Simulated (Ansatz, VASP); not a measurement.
**Two plane-wave programs on MoS**

File INCAR:

```
ALGO     = Normal         # electronic algorithm
EDIFF    = 1E-6           # SCF threshold, eV
ENCUT    = 520            # plane-wave cutoff, eV
GGA      = PE             # functional
ISIF     = 2              # what is computed and relaxed
ISMEAR   = 0              # smearing method
ISPIN    = 2              # spin polarisation
LASPH    = True           # aspherical terms in the spheres
LCHARG   = False          # write CHGCAR
LDAU     = True           # DFT+U
LDAUJ    = 0 0          
LDAUL    = 2 -1           # shell
LDAUPRINT= 1            
LDAUTYPE = 2            
LDAUU    = 4.38 0         # U, eV
LMAXMIX  = 4              # l up to which the mixer works
LORBIT   = 11             # projections on sites
LREAL    = False          # projectors in reciprocal space
LWAVE    = False          # write WAVECAR
MAGMOM   = 2 0            # initial moments
NBANDS   = 21             # bands
NELM     = 150            # most SCF steps
PREC     = Accurate       # precision mode
SIGMA    = 0.1            # smearing width, eV
```

KPOINTS

```
k-points
0
Gamma
  14 14 14
```

POSCAR

```
MoS
1.0
    0.0000000000      2.6622876354      2.6622876354
    2.6622876354      0.0000000000      2.6622876354
    2.6622876354      2.6622876354      0.0000000000
Mo S
1 1
Direct
    0.0000000000      0.0000000000      0.0000000000
    0.5000000000      0.5000000000      0.5000000000
```

Input for Ansatz:

```yaml
crystal:
  lattice:
    - [0.0, 2.6622876354, 2.6622876354]
    - [2.6622876354, 0.0, 2.6622876354]
    - [2.6622876354, 2.6622876354, 0.0]
  atoms:
    - { symbol: Mo, position: [0.0, 0.0, 0.0], spin: 2.0 }
    - { symbol: S, position: [0.5, 0.5, 0.5] }
basis:
  ecutwfc: 420
kpoints:
  mp_grid: { grid: [14, 14, 14] }
hamiltonian:
  xc: pbe
  hubbard: { sites: [{ species: Mo, l: d, u_eff: 4.38 }] }
scf:
  occupations: { method: gaussian, width: 0.1 }
output:
  forces: true
  stress: true
  eigenvalues: true
  populations: true
magnetization:
  spin_polarized: true
```

Alike in both runs: task single point; functional PBE; k mesh 14 × 14 × 14; occupations gaussian, width 0.1 eV; collinear spin; Hubbard terms Mo d U = 4.38 eV.

|  | VASP | Ansatz |
| --- | --- | --- |
| version | VASP 6.6.1 | Ansatz 0.2.0 |
| potentials or method | VASP PAW PBE potentials, release 64 (Mo_sv, S), cutoff 520 eV | scalar-relativistic, plane waves, PAW |
| valence electrons in the cell | 20 | 20 |

VASP gave:

```
gap on the k mesh at the Fermi level (eV)                     : none
pressure (GPa)                                                : 2.4
net moment per atom (μB)                                      : 1.86
size of the moment on the site where the two differ most (μB) : 3.36
```

Task: Which values does Ansatz return?

Result: gap on the k mesh at the Fermi level (eV): none; pressure (GPa): 8.0; net moment per atom (μB): 2.00; size of the moment on the site where the two differ most (μB): 3.07.

The net moments are unlike, so the other rows may belong to different states. Site moments also hang on the region over which each program counts them. The programs project onto different local orbitals, so the same U acts differently, and such runs can settle in different states. A gap of «none» marks a metal or a gap that the smearing closes. Ansatz's warnings: filled band counts differ across k points.
